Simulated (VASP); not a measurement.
# AlN (P1) in VASP: relaxation of the atoms with LDA

Aim: the relaxation of the atoms of AlN with LDA.

Program: VASP 6.6.1. These are calculated values, not measurements. Logs are shortened: lines on timing, memory, paths and dates and some standing lists are left out, and cuts for length are marked.

### 1 The cell of the first run

The typed cell holds 4 atoms: a = 3.089 Å, b = 3.095 Å, c = 4.943 Å, α = 90.10°, β = 90.29°, γ = 120.21°.

### 2 Relaxation of the atoms, LDA (equal xy, yz and zx engineering shears of -0.5 %)

INCAR reads:

```
PREC = Accurate ; ENCUT = 520
EDIFF = 1E-6 ; ISMEAR = 0
SIGMA = 0.01 ; LREAL = False
LASPH = True ; NELM = 60
ALGO = Normal ; ISIF = 2
LWAVE = False ; LCHARG = False
IBRION = 2 ; NSW = 50
EDIFFG = -0.002
```

KPOINTS reads:

```
regular mesh
0
Gamma
  8 8 6
```

POSCAR reads:

```
AlN
1.0
    3.0887730631     -0.0077219327     -0.0077219327
   -1.5510739214      2.6788169055     -0.0028264235
   -0.0123581305     -0.0123581305      4.9432521891
Al N
2 2
Direct
    0.3333333333      0.6666666667     -0.0009923830
    0.6666666667      0.3333333333      0.4990076170
    0.3333333333      0.6666666667      0.3809923830
    0.6666666667      0.3333333333      0.8809923830
```

Potentials or basis: VASP PAW LDA potentials, release 64 (Al, N).

The run is started by

```
> cat potpaw_LDA.64/Al/POTCAR potpaw_LDA.64/N/POTCAR > POTCAR
> mpirun -np 1 vasp_std > vasp.out
```

OUTCAR:

```text
PREC = Accurate
   ENCUT = 520
   EDIFF = 1E-6
   ISMEAR = 0
   LREAL = False
   LASPH = True
   NELM = 60
   ISIF = 2
   IBRION = 2
   NSW = 50
   EDIFFG = -0.002

 ion  position               nearest neighbor table
   1  0.333  0.667  0.999-   4 1.87   4 1.88   4 1.88   3 1.89   2 3.04   2 3.04   2 3.05   2 3.05
                             2 3.06   2 3.06
   2  0.667  0.333  0.499-   3 1.87   3 1.88   3 1.88   4 1.89   1 3.04   1 3.04   1 3.05   1 3.05
                             1 3.06   1 3.06
   3  0.333  0.667  0.381-   2 1.87   2 1.88   2 1.88   1 1.89
   4  0.667  0.333  0.881-   1 1.87   1 1.88   1 1.88   2 1.89

  LATTYP: Found a triclinic cell.
 ALAT       =     3.0821061422
 B/A-ratio  =     1.0021693690
 C/A-ratio  =     1.6038652974
 COS(alpha) =     0.0049936876
 COS(beta)  =     0.0068363025
 COS(gamma) =     0.4967506424

  Lattice vectors:

 A1 = (   1.5376991417,   2.6710949728,  -0.0105483562)
 A2 = (   3.0887730631,  -0.0077219327,  -0.0077219327)
 A3 = (   0.0123581305,   0.0123581305,  -4.9432521891)

Analysis of symmetry for initial positions (statically):
=====================================================================
 Subroutine PRICEL returns:
 Original cell was already a primitive cell.

 Routine SETGRP: Setting up the symmetry group for a
 triclinic supercell.

 Subroutine GETGRP returns: Found  1 space group operations
 (whereof  1 operations were pure point group operations)
 out of a pool of  2 trial point group operations.

The static configuration has the point symmetry C_1 .

Analysis of symmetry for dynamics (positions and initial velocities):
=====================================================================
 Subroutine PRICEL returns:
 Original cell was already a primitive cell.

 Routine SETGRP: Setting up the symmetry group for a
 triclinic supercell.

 Subroutine GETGRP returns: Found  1 space group operations
 (whereof  1 operations were pure point group operations)
 out of a pool of  2 trial point group operations.

The dynamic configuration has the point symmetry C_1 .

 Subroutine INISYM returns: Found  1 space group operations
 (whereof  1 operations are pure point group operations),
 and found     1 'primitive' translations

----------------------------------------------------------------------------------------

                                     Primitive cell

  volume of cell :      40.8420

  direct lattice vectors                    reciprocal lattice vectors
     3.088773063 -0.007721933 -0.007721933     0.324225679  0.187732731  0.001279896
    -1.551073921  2.678816906 -0.002826423     0.000936949  0.373842618  0.000936949
    -0.012358130 -0.012358130  4.943252189     0.000507014  0.000507014  0.202298506

  length of vectors
     3.088792368  3.095464151  4.943283084     0.374656519  0.373844966  0.202299776

  position of ions in fractional coordinates (direct lattice)
     0.333333333  0.666666667  0.999007617
     0.666666667  0.333333333  0.499007617
     0.333333333  0.666666667  0.380992383
     0.666666667  0.333333333  0.880992383

  ion indices of the primitive-cell ions
   primitive index   ion index
                 1           1
                 2           2
                 3           3
                 4           4

----------------------------------------------------------------------------------------

 KPOINTS: regular mesh

Automatic generation of k-mesh.
 Grid dimensions read from file:
 generate k-points for:    8    8    6

 Generating k-lattice:

  Cartesian coordinates                     Fractional coordinates (reciprocal lattice)
     0.040528210  0.023466591  0.000159987     0.125000000 -0.000000000  0.000000000
     0.000117119  0.046730327  0.000117119    -0.000000000  0.125000000 -0.000000000
     0.000084502  0.000084502  0.033716418     0.000000000 -0.000000000  0.166666667

  Length of vectors
     0.046832065  0.046730621  0.033716629

  Shift w.r.t. Gamma in fractional coordinates (k-lattice)
     0.000000000  0.000000000  0.000000000

 Subroutine IBZKPT returns following result:
 ===========================================

 Found    196 irreducible k-points:

 Following reciprocal coordinates:
            Coordinates               Weight
  0.000000  0.000000  0.000000      1.000000
  0.125000  0.000000 -0.000000      2.000000
  0.250000  0.000000 -0.000000      2.000000
  0.375000 -0.000000  0.000000      2.000000
  0.500000  0.000000 -0.000000      1.000000
 -0.000000  0.125000 -0.000000      2.000000
[... 16 lines left out ...]
  0.125000  0.375000 -0.000000      2.000000
  0.250000  0.375000 -0.000000      2.000000
 [... further k-points ...]
   k-points           NKPTS =    196   k-points in BZ     NKDIM =    196   number of bands    NBANDS=     12
   number of dos      NEDOS =    301   number of ions     NIONS =      4
   total plane-waves  NPLWV =  23040
   dimension x,y,z NGX =    24 NGY =   24 NGZ =   40
   dimension x,y,z NGXF=    48 NGYF=   48 NGZF=   80
   ions per type =               2   2
   NGX,Y,Z   is equivalent  to a cutoff of  12.92, 12.89, 13.45 a.u.
   NGXF,Y,Z  is equivalent  to a cutoff of  25.83, 25.78, 26.90 a.u.
 SYSTEM =  unknown system
   PREC   = accura    normal or accurate (medium, high low for compatibility)
   ISTART =      0    job   : 0-new  1-cont  2-samecut
   ICHARG =      2    charge: 1-file 2-atom 10-const
   ISPIN  =      1    spin polarized calculation?
   LNONCOLLINEAR =      F non collinear calculations
   LSORBIT =      F    spin-orbit coupling
   LASPH  =      T    aspherical Exc in radial PAW
   ENCUT  =  520.0 eV  38.22 Ry    6.18 a.u.   5.74  5.76  9.19*2*pi/ulx,y,z
   NELM   =     60;   NELMIN=  2; NELMDL= -5     # of ELM steps
   EDIFF  = 0.1E-05   stopping-criterion for ELM
   LREAL  =      F    real-space projection
   EDIFFG = -.2E-02   stopping-criterion for IOM
   NSW    =     50    number of steps for IOM
   IBRION =      2    ionic relax: 0-MD 1-quasi-New 2-CG
   NFREE  =      1    steps in history (QN), initial steepest desc. (CG)
   ISIF   =      2    stress and relaxation
   ISYM   =      2    0-nonsym 1-usesym 2-fastsym
   POTIM  = 0.5000    time-step for ionic-motion
   TEBEG  =    0.0;   TEEND  =   0.0 temperature during run
   PSTRESS=    0.0 pullay stress
   NELECT =      16.0000    total number of electrons
   NUPDOWN=      -1.0000    fix difference up-down
   EMIN   =  10.00;   EMAX   =-10.00  energy-range for DOS
   EFERMI =   0.00;   METHOD = LEGACY
   ISMEAR =     0;   SIGMA  =   0.01  broadening in eV -4-tet -1-fermi 0-gaus
   EFERMI_NEDOS =   21; number of points for ismear=-14 and -15
   IALGO  =     38    algorithm
   IMIX   =      4    mixing-type and parameters
     AMIX     =   0.40;   BMIX     =  1.00
     AMIX_MAG =   1.60;   BMIX_MAG =  1.00
  volume/ion in A,a.u.               =      10.21        68.90
  Fermi-wavevector in a.u.,A,eV,Ry     =   1.197878  2.263660 19.523143  1.434911
  Thomas-Fermi vector in A             =   2.333781
   LORBIT       =      0    0 simple, 1 ext, 2 COOP (PROOUT), +10 PAW based schemes
   GGA     = CA    functional components
   LHFCALC =     F    Hartree Fock is set to
   AEXX    =    0.0000 exact exchange contribution
   IVDW    =     0    specifies the selected vdW correction
   LEPSILON=     F    determine dielectric tensor
   LRPA    =     F    only Hartree local field effects (RPA)
 conjugate gradient relaxation of ions
 non-spin polarized calculation
 Gauss-broadening in eV      SIGMA  =   0.01
  energy-cutoff  :      520.00
  volume of cell :       40.84
 maximum number of plane-waves:      1118
   NGX = 11   NGY = 11   NGZ = 19

--------------------------------------- Ionic step        1  -------------------------------------------

 number of electron      15.9999997 magnetization

 Free energy of the ion-electron system (eV)
  ---------------------------------------------------
  ext. energy  EPLUGINS =         0.00000000
  ---------------------------------------------------
  free energy    TOTEN  =       -32.83954099 eV

  energy without entropy =      -32.83954099  energy(sigma->0) =      -32.83954099

------------------------ aborting loop because EDIFF is reached ----------------------------------------

  FORCE on cell =-STRESS in cart. coord.  units (eV):
  Direction    XX          YY          ZZ          XY          YZ          ZX
  --------------------------------------------------------------------------------------
  -------------------------------------------------------------------------------------
  Total        0.1558471      0.1560144      0.1511680      0.2362939      0.1680634      0.1680678
  in kB        6.1136703      6.1202357      5.9301144      9.2694905      6.5928984      6.5930712
  external PRESSURE =       6.0546735 kB  Pullay stress =       0.0000000 kB
[... 95 lines left out ...]
  FREE ENERGIE OF THE ION-ELECTRON SYSTEM (eV)
  ---------------------------------------------------
  free  energy   TOTEN  =       -32.8398338831 eV

  energy  without entropy=      -32.8398338831  energy(sigma->0) =      -32.83983388

[... ionic steps 4 to 7 ...]

--------------------------------------- Ionic step        8  -------------------------------------------

 number of electron      15.9999997 magnetization

------------------------ aborting loop because EDIFF is reached ----------------------------------------
[... 71 lines left out ...]
--------------------------------------- Ionic step       10  -------------------------------------------

 number of electron      15.9999997 magnetization

 Free energy of the ion-electron system (eV)
  ---------------------------------------------------
  ext. energy  EPLUGINS =         0.00000000
  ---------------------------------------------------
  free energy    TOTEN  =       -32.83983928 eV

  energy without entropy =      -32.83983928  energy(sigma->0) =      -32.83983928

 E-fermi :   6.1920     XC(G=0): -11.3433

 val. band max:        6.1176313442   @ k =   0.0000   0.0000   0.0000
 cond. band min:      10.5376430097   @ k =   0.0000   0.0000   0.0000
 fundamental gap:      4.4200116655
 Fermi energy:         6.1919698393

 k-point     1 :       0.0000    0.0000    0.0000
  band No.  band energies     occupation
      1      -9.0583      2.00000
      2      -6.7643      2.00000
      3      -0.0392      2.00000
      4       5.2013      2.00000
      5       5.2485      2.00000
      6       5.8696      2.00000
      7       5.9009      2.00000
      8       6.1176      2.00000
      9      10.5376      0.00000
     10      12.8435      0.00000
     11      16.7684      0.00000
     12      17.1602      0.00000
[... 331 lines left out ...]
 k-point    24 :       0.2500    0.3750   -0.0000
  band No.  band energies     occupation
      1      -6.6010      2.00000
      2      -6.2528      2.00000
      3       1.0261      2.00000
      4       2.2536      2.00000
      5       2.4122      2.00000
      6       3.2558      2.00000
      7       3.8562      2.00000
      8       4.0344      2.00000
      9      11.1752      0.00000
     10      14.0997      0.00000
     11      15.4944      0.00000
     12      15.9678      0.00000

 [... further k-points ...]

------------------------ aborting loop because EDIFF is reached ----------------------------------------

  FORCE on cell =-STRESS in cart. coord.  units (eV):
  Direction    XX          YY          ZZ          XY          YZ          ZX
  --------------------------------------------------------------------------------------
  -------------------------------------------------------------------------------------
  Total        0.1615391      0.1641442      0.1584847      0.1605195      0.1461783      0.1461798
  in kB        6.3369602      6.4391558      6.2171423      6.2969633      5.7343767      5.7344341
  external PRESSURE =       6.3310861 kB  Pullay stress =       0.0000000 kB
[... 19 lines left out ...]
  FREE ENERGIE OF THE ION-ELECTRON SYSTEM (eV)
  ---------------------------------------------------
  free  energy   TOTEN  =       -32.8398392773 eV

  energy  without entropy=      -32.8398392773  energy(sigma->0) =      -32.83983928

 reached required accuracy - stopping structural energy minimisation
```

It took 2.9 min on 1 thread of Oxide Virtual Turin-like, shared host; peak memory 0.17 GiB.

Results:

- Free energy: -32.8398 eV
- Energy gained by relaxing: 0.1 meV/atom
- Ionic steps: 10
- Pressure after relaxing: 0.6 GPa
- Band gap on the k mesh: 4.42 eV

The path:
| step | energy change (eV) | largest force (eV/Å) | pressure (GPa) |
| --- | --- | --- | --- |
| 1 | 0.0000 | 0.0915 | 0.61 |
| 2 | -0.0002 | 0.0471 | 0.63 |
| 3 | -0.0003 | 0.0064 | 0.63 |
| 4 | -0.0003 | 0.0055 | 0.63 |
| 5 | -0.0003 | 0.0044 | 0.63 |
| 6 | -0.0003 | 0.0064 | 0.63 |
| 7 | -0.0003 | 0.0041 | 0.63 |
| 8 | -0.0003 | 0.0024 | 0.63 |
| 9 | -0.0003 | 0.0024 | 0.63 |
| 10 | -0.0003 | 0.0006 | 0.63 |

Final structure:
```cif
data_structure
_symmetry_space_group_name_H-M 'P 1'
_symmetry_Int_Tables_number 1
_cell_length_a 3.0888
_cell_length_b 3.0955
_cell_length_c 4.9433
_cell_angle_alpha 90.105
_cell_angle_beta 90.286
_cell_angle_gamma 120.214
_cell_volume 40.84
loop_
_atom_site_label
_atom_site_type_symbol
_atom_site_fract_x
_atom_site_fract_y
_atom_site_fract_z
_atom_site_occupancy
Al1 Al 0.33409 0.66701 0.99901 1
Al2 Al 0.66685 0.33367 0.49900 1
N1 N 0.33371 0.66633 0.38100 1
N2 N 0.66535 0.33298 0.88099 1
```

Caveat: the cell differs from its parent crystal (equal xy, yz and zx engineering shears of -0.5 %). A k mesh can miss the band edges.
